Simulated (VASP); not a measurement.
Here is a VASP 6.6.1 calculation.

The input INCAR:

```
SYSTEM = Ti3Sb2Se3
ALGO = Normal
EDIFF = 1E-6
ENCUT = 500
GGA = PE
GGA_COMPAT = .False.
ISIF = 2
ISMEAR = 0
ISPIN = 2
LASPH = .True.
LCHARG = .False.
LMAXMIX = 4
LORBIT = 11
LREAL = .False.
LWAVE = .False.
MAGMOM = 1 1 1 0 0 0 0 0
NBANDS = 46
NELM = 200
PREC = Accurate
SIGMA = 0.1
```

The input KPOINTS:

```
k-points
0
Gamma
  6 6 1
  0 0 0
```

Contents of POSCAR:

```
Ti3Sb2Se3
1.0
    3.5377633642      0.0000000000      0.0000000000
   -1.7688816821      3.0637929460      0.0000000000
    0.0000000000      0.0000000000     17.0947773031
Ti Sb Se
3 2 3
Direct
    0.6666666667      0.3333333333      0.0884423630
    0.3333333333      0.6666666667      0.9115576370
    0.0000000000      0.0000000000      0.5000000000
    0.3333333333      0.6666666667      0.2071415847
    0.6666666667      0.3333333333      0.7928584153
    0.0000000000      0.0000000000      0.0000000000
    0.3333333333      0.6666666667      0.5913016402
    0.6666666667      0.3333333333      0.4086983598
```

Potentials or basis: VASP PAW PBE potentials, release 64 (Ti_sv, Sb, Se).

Run with:

```console
$ cat potpaw_PBE.64/Ti_sv/POTCAR potpaw_PBE.64/Sb/POTCAR potpaw_PBE.64/Se/POTCAR > POTCAR
$ mpirun -np 1 vasp_std > vasp.out
```

Predict the band gap on the k mesh.

zero (filled and empty bands overlap).

Estimate the largest force.

0.073 eV/Å.

Estimate the net moment.

0.00 μB per cell.

Forces on the atoms (eV/Å):
```
Ti   0.000  0.000  0.073
Ti   0.000  0.000 -0.073
Ti   0.000  0.000  0.000
Sb   0.000  0.000 -0.020
Sb   0.000  0.000  0.020
Se   0.000  0.000  0.000
Se   0.000  0.000 -0.048
Se   0.000  0.000  0.048
```

Caveat: the k points lie up to 0.37 Å⁻¹ apart; spin-orbit coupling is left out, which moves the levels of the heavy elements.
